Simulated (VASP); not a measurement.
# HfN (rocksalt type) (Fm-3m) in VASP: further runs

Runs on HfN (rocksalt type). Level: PBE. Tasks: single point.

Program: VASP 6.6.1. These are calculated values, not measurements. Logs are shortened: lines on timing, memory, paths and dates and some standing lists are left out, and cuts for length are marked.

## 1. The cell of the first run

Symmetry: Fm-3m, No. 225, cubic system. The conventional cell has a = 4.188 Å, b = 4.188 Å, c = 4.188 Å, α = 90.00°, β = 90.00°, γ = 90.00°. Hf (site symmetry m-3m) has 6 N at 2.09 Å within 2.8 Å. Within 2.8 Å of N (site symmetry m-3m) lie 6 Hf at 2.09 Å.

## 2. Single point, PBE

Input file INCAR:

```
SYSTEM = HfN
ALGO = Normal ; EDIFF = 1E-6
ENCUT = 520 ; GGA = PE
ISIF = 2 ; ISMEAR = -1
LASPH = .TRUE. ; LCHARG = .FALSE.
LREAL = .FALSE. ; LWAVE = .FALSE.
NBANDS = 14 ; NELM = 100
PREC = Accurate ; SIGMA = 0.05
```

Input file KPOINTS:

```
k-points
0
G
  17 17 17
  0 0 0
```

Input file POSCAR:

```
HfN
1.0
    0.0000000000      2.0940617604      2.0940617604
    2.0940617604      0.0000000000      2.0940617604
    2.0940617604      2.0940617604      0.0000000000
Hf N
1 1
Direct
    0.0000000000      0.0000000000      0.0000000000
    0.5000000000      0.5000000000      0.5000000000
```

Potentials or basis: VASP PAW PBE potentials, release 64 (Hf_pv, N).

Started as:

```console
$ cat potpaw_PBE.64/Hf_pv/POTCAR potpaw_PBE.64/N/POTCAR > POTCAR
$ mpirun -np 1 vasp_std > vasp.out
```

OUTCAR:

```text
SYSTEM = HfN
   EDIFF = 1E-6
   ENCUT = 520
   GGA = PE
   ISIF = 2
   ISMEAR = -1
   LASPH = .TRUE.
   LREAL = .FALSE.
   NELM = 100
   PREC = Accurate

 ion  position               nearest neighbor table
   1  0.000  0.000  0.000-   2 2.09   2 2.09   2 2.09   2 2.09   2 2.09   2 2.09
   2  0.500  0.500  0.500-   1 2.09   1 2.09   1 2.09   1 2.09   1 2.09   1 2.09

  LATTYP: Found a face centered cubic cell.
 ALAT       =     4.1881235208

  Lattice vectors:

 A1 = (   0.0000000000,   2.0940617604,   2.0940617604)
 A2 = (   2.0940617604,   0.0000000000,   2.0940617604)
 A3 = (   2.0940617604,   2.0940617604,   0.0000000000)

Analysis of symmetry for initial positions (statically):
=====================================================================
 Subroutine PRICEL returns:
 Original cell was already a primitive cell.

 Routine SETGRP: Setting up the symmetry group for a
 face centered cubic supercell.

 Subroutine GETGRP returns: Found 48 space group operations
 (whereof 48 operations were pure point group operations)
 out of a pool of 48 trial point group operations.

The static configuration has the point symmetry O_h .

Analysis of symmetry for dynamics (positions and initial velocities):
=====================================================================
 Subroutine PRICEL returns:
 Original cell was already a primitive cell.

 Routine SETGRP: Setting up the symmetry group for a
 face centered cubic supercell.

 Subroutine GETGRP returns: Found 48 space group operations
 (whereof 48 operations were pure point group operations)
 out of a pool of 48 trial point group operations.

The dynamic configuration has the point symmetry O_h .

 Subroutine INISYM returns: Found 48 space group operations
 (whereof 48 operations are pure point group operations),
 and found     1 'primitive' translations

----------------------------------------------------------------------------------------

                                     Primitive cell

  volume of cell :      18.3653

  direct lattice vectors                    reciprocal lattice vectors
     0.000000000  2.094061760  2.094061760    -0.238770417  0.238770417  0.238770417
     2.094061760  0.000000000  2.094061760     0.238770417 -0.238770417  0.238770417
     2.094061760  2.094061760  0.000000000     0.238770417  0.238770417 -0.238770417

  length of vectors
     2.961450542  2.961450542  2.961450542     0.413562494  0.413562494  0.413562494

  position of ions in fractional coordinates (direct lattice)
     0.000000000  0.000000000  0.000000000
     0.500000000  0.500000000  0.500000000

  ion indices of the primitive-cell ions
   primitive index   ion index
                 1           1
                 2           2

----------------------------------------------------------------------------------------

 KPOINTS: k-points

Automatic generation of k-mesh.
 Grid dimensions read from file:
 generate k-points for:   17   17   17

 Generating k-lattice:

  Cartesian coordinates                     Fractional coordinates (reciprocal lattice)
    -0.014045319  0.014045319  0.014045319     0.058823529  0.000000000  0.000000000
     0.014045319 -0.014045319  0.014045319     0.000000000  0.058823529  0.000000000
     0.014045319  0.014045319 -0.014045319     0.000000000  0.000000000  0.058823529

  Length of vectors
     0.024327206  0.024327206  0.024327206

  Shift w.r.t. Gamma in fractional coordinates (k-lattice)
     0.000000000  0.000000000  0.000000000

 Subroutine IBZKPT returns following result:
 ===========================================

 Found    165 irreducible k-points:

 Following reciprocal coordinates:
            Coordinates               Weight
  0.000000  0.000000  0.000000      1.000000
  0.058824  0.000000  0.000000      8.000000
  0.117647  0.000000  0.000000      8.000000
  0.176471  0.000000  0.000000      8.000000
  0.235294  0.000000  0.000000      8.000000
  0.294118  0.000000  0.000000      8.000000
[... 16 lines left out ...]
 -0.176471  0.058824  0.000000     24.000000
 -0.117647  0.058824  0.000000     24.000000
 [... further k-points ...]
   k-points           NKPTS =    165   k-points in BZ     NKDIM =    165   number of bands    NBANDS=     14
   number of dos      NEDOS =    301   number of ions     NIONS =      2
   total plane-waves  NPLWV =  13824
   dimension x,y,z NGX =    24 NGY =   24 NGZ =   24
   dimension x,y,z NGXF=    48 NGYF=   48 NGZF=   48
   ions per type =               1   1
   NGX,Y,Z   is equivalent  to a cutoff of  13.47, 13.47, 13.47 a.u.
   NGXF,Y,Z  is equivalent  to a cutoff of  26.95, 26.95, 26.95 a.u.
 SYSTEM =  HfN
   PREC   = accura    normal or accurate (medium, high low for compatibility)
   ISTART =      0    job   : 0-new  1-cont  2-samecut
   ICHARG =      2    charge: 1-file 2-atom 10-const
   ISPIN  =      1    spin polarized calculation?
   LNONCOLLINEAR =      F non collinear calculations
   LSORBIT =      F    spin-orbit coupling
   LASPH  =      T    aspherical Exc in radial PAW
   ENCUT  =  520.0 eV  38.22 Ry    6.18 a.u.   5.51  5.51  5.51*2*pi/ulx,y,z
   NELM   =    100;   NELMIN=  2; NELMDL= -5     # of ELM steps
   EDIFF  = 0.1E-05   stopping-criterion for ELM
   LREAL  =      F    real-space projection
   EDIFFG = 0.1E-04   stopping-criterion for IOM
   NSW    =      0    number of steps for IOM
   IBRION =     -1    ionic relax: 0-MD 1-quasi-New 2-CG
   NFREE  =      0    steps in history (QN), initial steepest desc. (CG)
   ISIF   =      2    stress and relaxation
   ISYM   =      2    0-nonsym 1-usesym 2-fastsym
   POTIM  = 0.5000    time-step for ionic-motion
   TEBEG  =    0.0;   TEEND  =   0.0 temperature during run
   PSTRESS=    0.0 pullay stress
   NELECT =      15.0000    total number of electrons
   NUPDOWN=      -1.0000    fix difference up-down
   EMIN   =  10.00;   EMAX   =-10.00  energy-range for DOS
   EFERMI =   0.00;   METHOD = LEGACY
   ISMEAR =    -1;   SIGMA  =   0.05  broadening in eV -4-tet -1-fermi 0-gaus
   EFERMI_NEDOS =   21; number of points for ismear=-14 and -15
   IALGO  =     38    algorithm
   IMIX   =      4    mixing-type and parameters
     AMIX     =   0.40;   BMIX     =  1.00
     AMIX_MAG =   1.60;   BMIX_MAG =  1.00
  volume/ion in A,a.u.               =       9.18        61.97
  Fermi-wavevector in a.u.,A,eV,Ry     =   1.530285  2.891820 31.861761  2.341773
  Thomas-Fermi vector in A             =   2.637789
   LORBIT       =      0    0 simple, 1 ext, 2 COOP (PROOUT), +10 PAW based schemes
   GGA     = PE    functional components
   LHFCALC =     F    Hartree Fock is set to
   AEXX    =    0.0000 exact exchange contribution
   IVDW    =     0    specifies the selected vdW correction
   LEPSILON=     F    determine dielectric tensor
   LRPA    =     F    only Hartree local field effects (RPA)
 non-spin polarized calculation
  energy-cutoff  :      520.00
  volume of cell :       18.37
 maximum number of plane-waves:       531
 NGX is ok and might be reduce to    24
   NGX = 11   NGY = 11   NGZ = 11

 number of electron      15.0000002 magnetization

 Free energy of the ion-electron system (eV)
  ---------------------------------------------------
  ext. energy  EPLUGINS =         0.00000000
  ---------------------------------------------------
  free energy    TOTEN  =       -20.40812350 eV

  energy without entropy =      -20.40370619  energy(sigma->0) =      -20.40591485

 E-fermi :  10.5548     XC(G=0): -13.9721

 val. band max:       10.5462171208   @ k =  -0.1765   0.1765   0.0588
 cond. band min:      10.5621228305   @ k =  -0.3529   0.3529   0.0588
 fundamental gap:      0.0159057096
 Fermi energy:        10.5547907452

 k-point     1 :       0.0000    0.0000    0.0000
  band No.  band energies     occupation
      1     -19.6802      2.00000
      2     -19.6802      2.00000
      3     -19.6802      2.00000
      4      -8.2840      2.00000
      5       7.2904      2.00000
      6       7.2904      2.00000
      7       7.2904      2.00000
      8      10.0083      1.99996
      9      10.0083      1.99996
     10      10.0083      1.99996
     11      13.0899      0.00000
     12      13.0899      0.00000
     13      14.8319      0.00000
     14      20.6761      0.00000

 k-point     2 :       0.0588    0.0000    0.0000
  band No.  band energies     occupation
      1     -19.7693      2.00000
      2     -19.6859      2.00000
      3     -19.6859      2.00000
      4      -8.1466      2.00000
      5       6.8790      2.00000
      6       6.9924      2.00000
      7       6.9924      2.00000
      8      10.1626      1.99922
      9      10.1687      1.99912
     10      10.1687      1.99912
     11      13.4688      0.00000
     12      13.4688      0.00000
     13      15.0733      0.00000
     14      21.0360      0.00000

 k-point     3 :       0.1176    0.0000    0.0000
  band No.  band energies     occupation
      1     -20.0151      2.00000
      2     -19.7021      2.00000
      3     -19.7021      2.00000
      4      -7.7578      2.00000
      5       5.9325      2.00000
      6       6.3086      2.00000
      7       6.3086      2.00000
      8      10.4530      1.76918
      9      10.5855      0.70250
     10      10.5855      0.70250
     11      14.4500      0.00000
     12      14.4500      0.00000
     13      15.7177      0.00000
     14      22.0511      0.00000

 k-point     4 :       0.1765    0.0000    0.0000
  band No.  band energies     occupation
      1     -20.3649      2.00000
      2     -19.7265      2.00000
      3     -19.7265      2.00000
      4      -7.1776      2.00000
      5       4.7974      2.00000
      6       5.5210      2.00000
      7       5.5210      2.00000
      8      10.7857      0.01955
      9      11.2043      0.00000
     10      11.2043      0.00000
     11      15.7740      0.00000
     12      15.7740      0.00000
     13      16.5775      0.00000
     14      23.5433      0.00000

 k-point     5 :       0.2353    0.0000    0.0000
  band No.  band energies     occupation
      1     -20.7561      2.00000
      2     -19.7557      2.00000
      3     -19.7557      2.00000
      4      -6.4790      2.00000
      5       3.6417      2.00000
      6       4.7747      2.00000
      7       4.7747      2.00000
      8      11.2269      0.00000
      9      12.0033      0.00000
     10      12.0033      0.00000
     11      17.2586      0.00000
[... 276 lines left out ...]
 k-point    22 :      -0.2353    0.0588    0.0000
  band No.  band energies     occupation
      1     -20.8869      2.00000
      2     -19.8502      2.00000
      3     -19.7353      2.00000
      4      -6.1859      2.00000
      5       3.1187      2.00000
      6       4.3011      2.00000
      7       4.9049      2.00000
      8      11.2386      0.00000
      9      11.8961      0.00000
     10      13.1939      0.00000
     11      16.5550      0.00000
     12      18.1872      0.00000
     13      18.5935      0.00000
     14      23.8431      0.00000

 k-point    23 :      -0.1765    0.0588    0.0000
  band No.  band energies     occupation
      1     -20.5099      2.00000
      2     -19.8130      2.00000
      3     -19.7071      2.00000
      4      -6.8792      2.00000
      5       4.1748      2.00000
      6       4.9575      2.00000
      7       5.6140      2.00000
      8      10.7920      0.01727
      9      11.1163      0.00003
     10      12.2718      0.00000
     11      15.2702      0.00000
     12      17.0873      0.00000
     13      17.2929      0.00000
     14      23.8467      0.00000

 k-point    24 :      -0.1176    0.0588    0.0000
  band No.  band energies     occupation
      1     -20.1573      2.00000
      2     -19.7718      2.00000
      3     -19.6879      2.00000
      4      -7.4842      2.00000
      5       5.2423      2.00000
      6       5.7024      2.00000
      7       6.3255      2.00000
      8      10.4734      1.67180
      9      10.5394      1.15259
     10      11.4643      0.00000
     11      14.1880      0.00000
     12      15.6397      0.00000
     13      16.3355      0.00000
     14      22.7737      0.00000

 [... further k-points ...]

------------------------ aborting loop because EDIFF is reached ----------------------------------------

  FORCE on cell =-STRESS in cart. coord.  units (eV):
  Direction    XX          YY          ZZ          XY          YZ          ZX
  --------------------------------------------------------------------------------------
  -------------------------------------------------------------------------------------
  Total       12.3511036     12.3511036     12.3511036      0.0000000      0.0000000      0.0000000
  in kB     1077.5015202   1077.5015202   1077.5015202      0.0000000      0.0000000      0.0000000
  external PRESSURE =    1077.5015202 kB  Pullay stress =       0.0000000 kB

 VOLUME and BASIS-vectors are now :
 -----------------------------------------------------------------------------
  energy-cutoff  :      520.00
  volume of cell :       18.37
      direct lattice vectors                 reciprocal lattice vectors
     0.000000000  2.094061760  2.094061760    -0.238770417  0.238770417  0.238770417
     2.094061760  0.000000000  2.094061760     0.238770417 -0.238770417  0.238770417
     2.094061760  2.094061760  0.000000000     0.238770417  0.238770417 -0.238770417

 POSITION                                       TOTAL-FORCE (eV/Angst)
 -----------------------------------------------------------------------------------
      0.00000      0.00000      0.00000        -0.000000     -0.000000     -0.000000
      2.09406      2.09406      2.09406         0.000000      0.000000      0.000000
 -----------------------------------------------------------------------------------
    total drift:                                0.000000     -0.000000     -0.000000

  FREE ENERGIE OF THE ION-ELECTRON SYSTEM (eV)
  ---------------------------------------------------
  free  energy   TOTEN  =       -20.4081235042 eV

  energy  without entropy=      -20.4037061873  energy(sigma->0) =      -20.40591485
```

Wall time 14 s (1 thread of Intel Xeon 6975P-C (Granite Rapids), shared host); peak memory 0.17 GiB.

Results:

```yaml
Free_energy: -20.4081 eV
Pressure: 107.8 GPa
```

Levels at points of the mesh, in eV from the Fermi level:
```csv
k point,band 5,band 6,band 7,band 8,band 9,band 10,band 11,band 12
"(0.00, 0.00, 0.00)",-3.26,-3.26,-3.26,-0.55,-0.55,-0.55,2.54,2.54
```

Caveat: spin-orbit coupling is left out, which moves the levels of the heavy elements.

## 3. Single point, PBE

This run uses another cell than the first one, of 11.76 Å³/atom, 1.280 times its volume.

Input file INCAR:

```
SYSTEM = HfN
  PREC = Accurate
  ENCUT = 520
  EDIFF = 1E-7
  ISMEAR = -1
  SIGMA = 0.05
  LREAL = .FALSE.
  LASPH = .TRUE.
  NELM = 80
  ALGO = Normal
  ISIF = 2
  LWAVE = .FALSE.
  LCHARG = .FALSE.
  GGA = PE
  NBANDS = 14
```

Input file KPOINTS:

```
regular mesh
0
G
  16 16 16
  0 0 0
```

Input file POSCAR:

```
HfN
1.0
    0.0000000000      2.2739055545      2.2739055545
    2.2739055545      0.0000000000      2.2739055545
    2.2739055545      2.2739055545      0.0000000000
Hf N
1 1
Direct
    0.0000000000      0.0000000000      0.0000000000
    0.5000000000      0.5000000000      0.5000000000
```

Potentials or basis: VASP PAW PBE potentials, release 64 (Hf_pv, N).

Started as:

```console
$ cat potpaw_PBE.64/Hf_pv/POTCAR potpaw_PBE.64/N/POTCAR > POTCAR
$ mpirun -np 1 vasp_std > vasp.out
```

It took 17 s on 1 thread of Intel Xeon 6975P-C (Granite Rapids), shared host; peak memory 0.17 GiB.

Results (log left out):

```
Free energy : -21.7596 eV
Pressure    : -2.3 GPa
```

Levels at points of the mesh, in eV from the Fermi level:
```tsv
k point	band 6	band 7	band 8	band 9	band 10	band 11
(0.00, 0.00, 0.00)	-3.01	-3.01	-0.34	-0.34	-0.34	1.61
(0.50, 0.00, 0.00)	-6.09	-6.09	3.19	3.60	3.60	4.32
(0.50, 0.50, 0.00)	-3.72	-3.68	-3.68	3.99	5.36	5.37
```

Caveat: spin-orbit coupling is left out, which moves the levels of the heavy elements.
